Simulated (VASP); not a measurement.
Input of a VASP 6.6.1 run:

Contents of INCAR:

```
  ALGO = Normal
  EDIFF = 1E-6
  ENCUT = 520
  GGA = PE
  ISIF = 2
  ISMEAR = 0
  LASPH = True
  LCHARG = False
  LREAL = False
  LWAVE = False
  NBANDS = 35
  NELM = 100
  PREC = Accurate
  SIGMA = 0.1
```

Contents of KPOINTS:

```
k-points
0
Gamma
  10 10 10
```

File POSCAR:

```
Cr3BRh
1.0
    3.8768947777      0.0000000000      0.0000000000
    0.0000000000      3.8768947777      0.0000000000
    0.0000000000      0.0000000000      3.8768947777
Rh B Cr
1 1 3
Direct
    0.0000000000      0.0000000000      0.0000000000
    0.5000000000      0.5000000000      0.5000000000
    0.5000000000      0.5000000000      0.0000000000
    0.5000000000      0.0000000000      0.5000000000
    0.0000000000      0.5000000000      0.5000000000
```

Potentials or basis: VASP PAW PBE potentials, release 64 (Rh_pv, B, Cr_pv).

The run is started by

```bash
$ cat potpaw_PBE.64/Rh_pv/POTCAR potpaw_PBE.64/B/POTCAR potpaw_PBE.64/Cr_pv/POTCAR > POTCAR
$ mpirun -np 1 vasp_std > vasp.out
```

Q: Predict the band gap on the k mesh.

A: Zero (band 27 reaches 10.02 eV, above the bottom of band 28 at 9.20 eV).

Q: Estimate the pressure.

A: 0.0 GPa.

Spin polarisation is off, so any magnetic state and its effect on volume and gap are missing.
